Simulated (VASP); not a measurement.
A run of VASP 6.6.1 is set up as follows.

The input INCAR:

```
SYSTEM = HfC
PREC = Accurate
ENCUT = 520
EDIFF = 1E-8
ISMEAR = -1
SIGMA = 0.08
LREAL = .False.
LASPH = .True.
NELM = 100
ALGO = Normal
ISIF = 2
LWAVE = .False.
LCHARG = .False.
GGA = PE
LEFG = .True.
NBANDS = 22
```

File KPOINTS:

```
regular mesh
0
Gamma
  13 13 7
  0 0 0
```

POSCAR

```
HfC
1.0
    3.8529833569      0.0000000000      0.0000000000
   -1.9264916784      3.3367814674      0.0000000000
    0.0000000000      0.0000000000      4.6375231178
Hf C
2 2
Direct
    0.3333333333      0.6666666667     -0.0604410183
    0.6666666667      0.3333333333      0.4395589817
    0.3333333333      0.6666666667      0.4364410183
    0.6666666667      0.3333333333      0.9364410183
```

Potentials or basis: VASP PAW PBE potentials, release 64 (Hf_pv, C).

Command:

```sh
$ cat potpaw_PBE.64/Hf_pv/POTCAR potpaw_PBE.64/C/POTCAR > POTCAR
$ mpirun -np 1 vasp_std > vasp.out
```

(1) Estimate the pressure.

(2) What does it give for the band gap on the k mesh?

## Answers

(1) -0.5 GPa.

(2) zero (band 14 reaches 5.69 eV, above the bottom of band 15 at 4.18 eV).

Caveat: without QUAD_EFG the Cq values of the log hold for a quadrupole moment of 1 mb, not for the nuclei; spin-orbit coupling is left out, which moves the levels of the heavy elements.
